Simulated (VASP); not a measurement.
BaZrO3: single point with PBE

BaZrO3:

```
Ba Zr O
1.0
     4.22717    0.00000    0.00000
     0.00000    4.22717    0.00000
     0.00000    0.00000    4.22717
Ba Zr O
1 1 3
Cartesian
  0.0000 0.0000 0.0000
  2.1136 2.1136 2.1136
  0.0000 2.1136 2.1136
  2.1136 2.1136 0.0000
  2.1136 0.0000 2.1136
```

```yaml
Program: VASP 6.6.1
Task: single point
Functional: PBE
Potentials_or_basis: VASP PAW PBE potentials, release 64 (Ba_sv, Zr_sv, O)
Cutoff: 520 eV
k_mesh: 6 × 6 × 6
Occupations: tetrahedron
Spin: non-collinear spin, zero start, spin-orbit coupling
Starting_moments: "[[0.0, 0.0, 0.0], [0.0, 0.0, 0.0], [0.0, 0.0, 0.0], [0.0, 0.0, 0.0], [0.0, 0.0, 0.0]] μB"
Dipole_correction: no
Further_INCAR_settings: ALGO = Normal; EDIFF = 1e-07; NBANDS = 55
```

- Pressure: 0.9 GPa
- Net moment: 0.00 μB per cell
- Valence electrons inside the program's atomic spheres: Ba 7.89; Zr 9.67; O 5.04

Moments on the atoms (μB; x, y, z):
```
Ba  0.00 0.00 0.00
Zr  0.00 0.00 0.00
O   0.00 0.00 0.00
O   0.00 0.00 0.00
O   0.00 0.00 0.00
```

Run time: 120 s on 1 thread of Intel(R) Xeon(R) 6975P-C (Granite Rapids) (shared host), peak memory 0.37 GiB.
